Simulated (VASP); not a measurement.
Write the native input for VASP 6.6.1 that does the following.

| Item | Value |
| --- | --- |
| Task | single point |
| Functional | PBE |
| Dispersion | D3(BJ) |
| Potentials or basis | VASP PAW PBE potentials, release 64 (Rb_sv) |
| Cutoff | 520 eV |
| k mesh | 12 × 12 × 12 |
| Occupations | gaussian, width 0.15 eV |
| Spin | no spin polarisation |
| Dipole correction | no |
| Further INCAR settings | ALGO = Normal; EDIFF = 1e-07; NBANDS = 10 |

The structure of Rb lies in POSCAR:

```
Rb
1.0
    0.0000000000      3.6398846700      3.6398846700
    3.6398846700      0.0000000000      3.6398846700
    3.6398846700      3.6398846700      0.0000000000
Rb
1
Direct
    0.0000000000      0.0000000000      0.0000000000
```

This isn't the form of Rb at room conditions, which is bcc.

One way to write it, as run:

INCAR

```
SYSTEM = Rb
  PREC = Accurate
  ENCUT = 520
  EDIFF = 1E-7
  ISMEAR = 0
  SIGMA = 0.15
  LREAL = .FALSE.
  LASPH = .TRUE.
  NELM = 80
  ALGO = Normal
  ISIF = 2
  LWAVE = .FALSE.
  LCHARG = .TRUE.
  GGA = PE
  IVDW = 12
  LELF = .TRUE.
  LVHAR = .TRUE.
  NBANDS = 10
```

KPOINTS

```
regular mesh
0
G
  12 12 12
  0 0 0
```

Potentials or basis: VASP PAW PBE potentials, release 64 (Rb_sv).

Launch:

```console
$ cat potpaw_PBE.64/Rb_sv/POTCAR > POTCAR
$ mpirun -np 1 vasp_std > vasp.out
```

Results of the run:

```yaml
Pressure: -0.3 GPa
Band_gap_on_the_k_mesh: zero (an odd number of electrons rules out a gap without spin polarisation)
Dispersion_energy_per_atom: -0.096 eV
```

Wall time 110 s on 1 thread of AMD EPYC 7R13, on a shared host, peak memory 0.24 GiB.
